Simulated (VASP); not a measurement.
# Ga8P8H (a cell with a defect) in VASP: further runs

The runs below take Ga8P8H (a cell with a defect) through single point, with PBE.

Program: VASP 6.6.1. These are calculated values, not measurements. Logs are shortened: lines on timing, memory, paths and dates and some standing lists are left out, and cuts for length are marked.

### 1 The cell of the first run

The cell holds a defect, 17 atoms: a = 7.785 Å, b = 7.785 Å, c = 7.785 Å, α = 60.00°, β = 60.00°, γ = 60.00°.

### 2 Single point, PBE

INCAR

```
SYSTEM = Ga8P8H
PREC     = Accurate       ! precision mode
ENCUT    = 520            ! plane-wave cutoff, eV
EDIFF    = 1E-7           ! SCF threshold, eV
ISMEAR   = 0              ! smearing method
SIGMA    = 0.02           ! smearing width, eV
LREAL    = Auto         
LASPH    = .TRUE.         ! aspherical terms in the spheres
NELM     = 100            ! most SCF steps
ALGO     = Normal         ! electronic algorithm
ISIF     = 2              ! what is computed and relaxed
LWAVE    = .FALSE.        ! write WAVECAR
LCHARG   = .TRUE.         ! write CHGCAR
GGA      = PE             ! functional
LELF     = .TRUE.         ! ELF
LVHAR    = .TRUE.       
NBANDS   = 86             ! bands
```

KPOINTS

```
Automatic mesh
0
G
  2 2 2
  0 0 0
```

POSCAR

```
Ga8P8H
1.0
    0.0000000000      5.5051169748     -5.5051169748
    5.5051169748      5.5051169748      0.0000000000
    5.5051169748      0.0000000000     -5.5051169748
Ga P H
8 8 1
Direct
    0.5011457545      0.4992353501     -0.0007607468
    0.4923667403      0.0115320892     -0.0047491271
    0.9769923191      0.5234055903      0.0233777049
    1.0016138667      0.0115211902     -0.0047344135
    0.4924479375      0.4952055538      0.5115111110
    0.4997594988      0.0006137018      0.5006003528
    1.0016006064      0.4952186325      0.5115007570
    1.0162897583     -0.0158815881      0.4840389427
    0.3753815785      0.3745212880      0.3754813039
    0.3869449114      0.8692625464      0.3692866127
    0.8648829846      0.3602829893      0.4107158868
    0.8752405302      0.8692653620      0.3692903365
    0.3576603384      0.3842585016      0.8842162705
    0.3753833950      0.8754786723      0.8745186564
    0.8746307339      0.3842562310      0.8842145448
    0.8648139580      0.9109506706      0.8601849918
    0.8216878989      0.1783660555      0.6790017391
```

Potentials or basis: VASP PAW PBE potentials, release 64 (Ga_d, P, H).

Run with:

```bash
$ cat potpaw_PBE.64/Ga_d/POTCAR potpaw_PBE.64/P/POTCAR potpaw_PBE.64/H/POTCAR > POTCAR
$ mpirun -np 1 vasp_std > vasp.out
```

OUTCAR:

```text
SYSTEM = Ga8P8H
   PREC = Accurate
   ENCUT = 520
   EDIFF = 1E-7
   ISMEAR = 0
   LREAL = Auto
   LASPH = .TRUE.
   NELM = 100
   ISIF = 2
   GGA = PE

 ion  position               nearest neighbor table
   1  0.501  0.499  0.999-  15 2.38  13 2.38   9 2.39  14 2.39
   2  0.492  0.012  0.995-  13 2.37  16 2.37  14 2.38  10 2.38
   3  0.977  0.523  0.023-  13 2.43  15 2.43  11 2.47  16 2.47
   4  0.002  0.012  0.995-  15 2.37  16 2.37  14 2.38  12 2.38
   5  0.492  0.495  0.512-  13 2.37  11 2.37   9 2.38  10 2.38
   6  0.500  0.001  0.501-   9 2.38  14 2.38  10 2.39  12 2.39
   7  0.002  0.495  0.512-  15 2.37  11 2.37   9 2.38  12 2.38
   8  0.016  0.984  0.484-  12 2.36  10 2.36  11 2.42  16 2.42
   9  0.375  0.375  0.375-   6 2.38   5 2.38   7 2.38   1 2.39
  10  0.387  0.869  0.369-   8 2.36   2 2.38   5 2.38   6 2.39
  11  0.865  0.360  0.411-  17 1.82   5 2.37   7 2.37   8 2.42   3 2.47
  12  0.875  0.869  0.369-   8 2.36   4 2.38   7 2.38   6 2.39
  13  0.358  0.384  0.884-   5 2.37   2 2.37   1 2.38   3 2.43
  14  0.375  0.875  0.875-   6 2.38   2 2.38   4 2.38   1 2.39
  15  0.875  0.384  0.884-   7 2.37   4 2.37   1 2.38   3 2.43
  16  0.865  0.911  0.860-  17 1.81   2 2.37   4 2.37   8 2.42   3 2.47
  17  0.822  0.178  0.679-  16 1.81  11 1.82

  LATTYP: Found a face centered cubic cell.
 ALAT       =    11.0102339496

  Lattice vectors:

 A1 = (   0.0000000000,   5.5051169748,  -5.5051169748)
 A2 = (   5.5051169748,   5.5051169748,   0.0000000000)
 A3 = (   5.5051169748,   0.0000000000,  -5.5051169748)

Analysis of symmetry for initial positions (statically):
=====================================================================
 Subroutine PRICEL returns:
 Original cell was already a primitive cell.

 Routine SETGRP: Setting up the symmetry group for a
 face centered cubic supercell.

 Subroutine GETGRP returns: Found  1 space group operations
 (whereof  1 operations were pure point group operations)
 out of a pool of 48 trial point group operations.

The static configuration has the point symmetry C_1 .

Analysis of symmetry for dynamics (positions and initial velocities):
=====================================================================
 Subroutine PRICEL returns:
 Original cell was already a primitive cell.

 Routine SETGRP: Setting up the symmetry group for a
 face centered cubic supercell.

 Subroutine GETGRP returns: Found  1 space group operations
 (whereof  1 operations were pure point group operations)
[... 121 lines left out ...]
   ISIF   =      2    stress and relaxation
   ISYM   =      2    0-nonsym 1-usesym 2-fastsym
   POTIM  = 0.5000    time-step for ionic-motion
   TEBEG  =    0.0;   TEEND  =   0.0 temperature during run
   PSTRESS=    0.0 pullay stress
   NELECT =     145.0000    total number of electrons
   NUPDOWN=      -1.0000    fix difference up-down
   EMIN   =  10.00;   EMAX   =-10.00  energy-range for DOS
   EFERMI =   0.00;   METHOD = LEGACY
   ISMEAR =     0;   SIGMA  =   0.02  broadening in eV -4-tet -1-fermi 0-gaus
   EFERMI_NEDOS =   21; number of points for ismear=-14 and -15
   IALGO  =     38    algorithm
   IMIX   =      4    mixing-type and parameters
     AMIX     =   0.40;   BMIX     =  1.00
     AMIX_MAG =   1.60;   BMIX_MAG =  1.00
  volume/ion in A,a.u.               =      19.63       132.46
  Fermi-wavevector in a.u.,A,eV,Ry     =   1.239998  2.343256 20.920247  1.537595
  Thomas-Fermi vector in A             =   2.374457
   LORBIT       =      0    0 simple, 1 ext, 2 COOP (PROOUT), +10 PAW based schemes
   GGA     = PE    functional components
   LHFCALC =     F    Hartree Fock is set to
   AEXX    =    0.0000 exact exchange contribution
   IVDW    =     0    specifies the selected vdW correction
   LEPSILON=     F    determine dielectric tensor
   LRPA    =     F    only Hartree local field effects (RPA)
 non-spin polarized calculation
 Gauss-broadening in eV      SIGMA  =   0.02
  energy-cutoff  :      520.00
  volume of cell :      333.68
 maximum number of plane-waves:      9089
 NGX is ok and might be reduce to    60

 number of electron     145.0000009 magnetization

 Free energy of the ion-electron system (eV)
  ---------------------------------------------------
  ext. energy  EPLUGINS =         0.00000000
  ---------------------------------------------------
  free energy    TOTEN  =       -73.61415740 eV

  energy without entropy =      -73.61415740  energy(sigma->0) =      -73.61415740

 E-fermi :   4.8564     XC(G=0):  -9.7384

 val. band max:        4.7626923595   @ k =   0.5000   0.0000   0.0000
 cond. band min:       5.4943897688   @ k =   0.0000   0.5000   0.0000
 fundamental gap:      0.7316974093
 Fermi energy:         4.8563561412

 k-point     1 :       0.0000    0.0000    0.0000
  band No.  band energies     occupation
      1     -10.3201      2.00000
      2     -10.3197      2.00000
      3     -10.3013      2.00000
      4     -10.2495      2.00000
      5     -10.2314      2.00000
      6     -10.2137      2.00000
[... 685 lines left out ...]
     83       9.0031      0.00000
     84       9.2573      0.00000
 [bands above 84 left out]

------------------------ aborting loop because EDIFF is reached ----------------------------------------

  FORCE on cell =-STRESS in cart. coord.  units (eV):
  Direction    XX          YY          ZZ          XY          YZ          ZX
  --------------------------------------------------------------------------------------
  -------------------------------------------------------------------------------------
  Total        2.3028415      2.4726353      2.4727958     -0.0034957     -0.0657507     -0.0036891
  in kB       11.0571953     11.8724679     11.8732381     -0.0167847     -0.3157050     -0.0177132
  external PRESSURE =      11.6009671 kB  Pullay stress =       0.0000000 kB

 VOLUME and BASIS-vectors are now :
 -----------------------------------------------------------------------------
  energy-cutoff  :      520.00
  volume of cell :      333.68
      direct lattice vectors                 reciprocal lattice vectors
     0.000000000  5.505116975 -5.505116975    -0.090824591  0.090824591 -0.090824591
     5.505116975  5.505116975  0.000000000     0.090824591  0.090824591  0.090824591
     5.505116975  0.000000000 -5.505116975     0.090824591 -0.090824591 -0.090824591

 POSITION                                       TOTAL-FORCE (eV/Angst)
 -----------------------------------------------------------------------------------
      8.24928      5.50722     -8.25979        -0.002910      0.000227     -0.000274
      5.54246      2.77402     -8.18951         0.000263      0.001224      0.001067
      3.01011      8.25987     -5.50715         0.003526     -0.000482     -0.000042
      5.54248      0.07231     -5.48794        -0.000446      0.001068      0.002378
      5.54209      5.43715     -5.52691        -0.000024     -0.001114     -0.001398
      2.75924      2.75461     -5.50710         0.001556      0.000094      0.000018
[... 9 lines left out ...]
      9.75031      9.77579     -9.49632         0.002917      0.003246      0.003473
      4.71991      5.50541     -8.26147        -0.001406      0.000184      0.000030
 -----------------------------------------------------------------------------------
    total drift:                                0.002240      0.000892     -0.001114

  FREE ENERGIE OF THE ION-ELECTRON SYSTEM (eV)
  ---------------------------------------------------
  free  energy   TOTEN  =       -73.6141574005 eV

  energy  without entropy=      -73.6141574005  energy(sigma->0) =      -73.61415740
```

Wall time 4.4 min (1 thread of Intel Xeon 6975P-C (Granite Rapids), shared host); peak memory 0.55 GiB.

Results:

| Quantity | Value |
| --- | --- |
| Free energy | -73.6142 eV |
| Pressure | 1.2 GPa |
| Largest force | 0.006 eV/Å |
| Band gap on the k mesh | zero (an odd number of electrons rules out a gap without spin polarisation) |

Forces in eV/Å, atoms in the order of the input:
```
Ga  -0.003  0.000  0.000
Ga   0.000  0.001  0.001
Ga   0.004  0.000  0.000
Ga   0.000  0.001  0.002
Ga   0.000 -0.001 -0.001
Ga   0.002  0.000  0.000
Ga   0.000 -0.003 -0.001
Ga  -0.005  0.000  0.000
P    0.000  0.000 -0.002
P    0.003  0.000  0.000
P    0.003 -0.004 -0.004
P    0.001  0.000  0.000
P   -0.002  0.002 -0.001
P    0.000  0.002  0.000
P   -0.003 -0.003  0.003
P    0.003  0.003  0.003
H   -0.001  0.000  0.000
```

Stress tensor (GPa, compression positive):
```
 1.11  0.00  0.00
 0.00  1.19 -0.03
 0.00 -0.03  1.19
```

Levels at points of the mesh, in eV from the Fermi level:
```csv
k point,band 70,band 71,band 72,band 73,band 74,band 75
"(0.00, 0.00, 0.00)",-0.72,-0.48,-0.44,-0.13,1.04,1.11
"(0.50, 0.00, 0.00)",-1.12,-1.09,-1.02,-0.09,1.55,1.64
"(0.00, 0.50, 0.00)",-1.16,-1.00,-1.00,0.64,1.63,1.70
"(0.00, 0.00, 0.50)",-1.16,-1.00,-1.00,0.64,1.63,1.70
"(0.50, 0.50, 0.50)",-1.12,-1.09,-1.02,-0.09,1.55,1.64
"(0.00, 0.50, 0.50)",-1.57,-1.56,-1.51,-0.13,1.71,2.14
"(0.50, 0.00, 0.50)",-1.62,-1.57,-1.51,1.06,1.71,2.15
```

Caveat: the k points lie up to 0.49 Å⁻¹ apart, too coarse for converged energies and pressures of a metal.

### 3 Single point, PBE

INCAR

```
SYSTEM = Ga8P8H
ALGO     = Normal         ! electronic algorithm
EDIFF    = 1E-6           ! SCF threshold, eV
ENCUT    = 520            ! plane-wave cutoff, eV
GGA      = PE             ! functional
ISIF     = 2              ! what is computed and relaxed
ISMEAR   = 0              ! smearing method
LASPH    = .TRUE.         ! aspherical terms in the spheres
LCHARG   = .TRUE.         ! write CHGCAR
LELF     = .TRUE.         ! ELF
LREAL    = Auto         
LVHAR    = .TRUE.       
LWAVE    = .FALSE.        ! write WAVECAR
NBANDS   = 86             ! bands
NELM     = 80             ! most SCF steps
PREC     = Accurate       ! precision mode
SIGMA    = 0.02           ! smearing width, eV
```

KPOINTS

```
k-points
0
G
  2 2 2
  0 0 0
```

POSCAR

```
Ga8P8H
1.0
    0.0000000000      5.5051169748     -5.5051169748
    5.5051169748      5.5051169748      0.0000000000
    5.5051169748      0.0000000000     -5.5051169748
Ga P H
8 8 1
Direct
    0.5115007570      0.4952186325      0.0016006018
    0.4840389427     -0.0158815881      0.0162897538
    1.0233777095      0.5234055903     -0.0230076855
    0.9952655911      0.0115211902      0.0016138622
    0.5115111110      0.4952055538      0.4924479375
    0.5006003528      0.0006137018      0.4997594988
    0.9992392578      0.4992353501      0.5011457545
    0.9952508775      0.0115320892      0.4923667403
    0.3754813039      0.3745212880      0.3753815785
    0.3692866127      0.8692625464      0.3869449114
    0.8842162705      0.3842585016      0.3576603384
    0.8745186564      0.8754786723      0.3753833950
    0.4107158868      0.3602829893      0.8648829846
    0.3692903365      0.8692653620      0.8752405302
    0.8842145448      0.3842562310      0.8746307339
    0.8601849918      0.9109506706      0.8648139580
    0.6790017391      0.1783660555      0.8216878989
```

Potentials or basis: VASP PAW PBE potentials, release 64 (Ga_d, P, H).

Run with:

```bash
$ cat potpaw_PBE.64/Ga_d/POTCAR potpaw_PBE.64/P/POTCAR potpaw_PBE.64/H/POTCAR > POTCAR
$ mpirun -np 1 vasp_std > vasp.out
```

Wall time 4.8 min (1 thread of Intel Xeon 6975P-C (Granite Rapids), shared host); peak memory 0.55 GiB.

The run converged. Its results:

| Item | Value |
| --- | --- |
| Free energy | -73.6142 eV |
| Pressure | 1.2 GPa |
| Largest force | 0.006 eV/Å |
| Band gap on the k mesh | zero (an odd number of electrons rules out a gap without spin polarisation) |

Forces on the atoms (eV/Å):
```
Ga  -0.002  0.000 -0.001
Ga   0.000 -0.005  0.000
Ga   0.000  0.004  0.000
Ga   0.001  0.000  0.002
Ga  -0.001  0.000 -0.001
Ga   0.000  0.002  0.000
Ga   0.000 -0.003  0.000
Ga   0.001  0.000  0.001
P    0.000  0.000 -0.002
P    0.000  0.003  0.000
P    0.002 -0.002 -0.002
P    0.002  0.000  0.000
P   -0.003  0.003 -0.003
P    0.000  0.001  0.000
P   -0.003 -0.003  0.003
P    0.003  0.003  0.003
H    0.000 -0.001  0.000
```

Stress tensor (GPa, compression positive):
```
 1.20  0.00 -0.03
 0.00  1.12  0.00
-0.03  0.00  1.20
```

Levels at points of the mesh, in eV from the Fermi level:
```csv
k point,band 70,band 71,band 72,band 73,band 74,band 75
"(0.00, 0.00, 0.00)",-0.73,-0.49,-0.45,-0.14,1.03,1.10
"(0.50, 0.00, 0.00)",-1.17,-1.01,-1.01,0.64,1.62,1.69
"(0.00, 0.50, 0.00)",-1.17,-1.01,-1.01,0.63,1.62,1.69
"(0.00, 0.00, 0.50)",-1.13,-1.10,-1.02,-0.10,1.54,1.63
"(0.50, 0.50, 0.50)",-1.13,-1.10,-1.02,-0.10,1.54,1.63
"(0.50, 0.50, 0.00)",-1.58,-1.57,-1.52,-0.14,1.70,2.13
"(0.00, 0.50, 0.50)",-1.63,-1.58,-1.52,1.05,1.70,2.14
"(0.50, 0.00, 0.50)",-1.63,-1.58,-1.52,1.05,1.70,2.14
```

Caveat: the k points lie up to 0.49 Å⁻¹ apart, too coarse for converged energies and pressures of a metal.
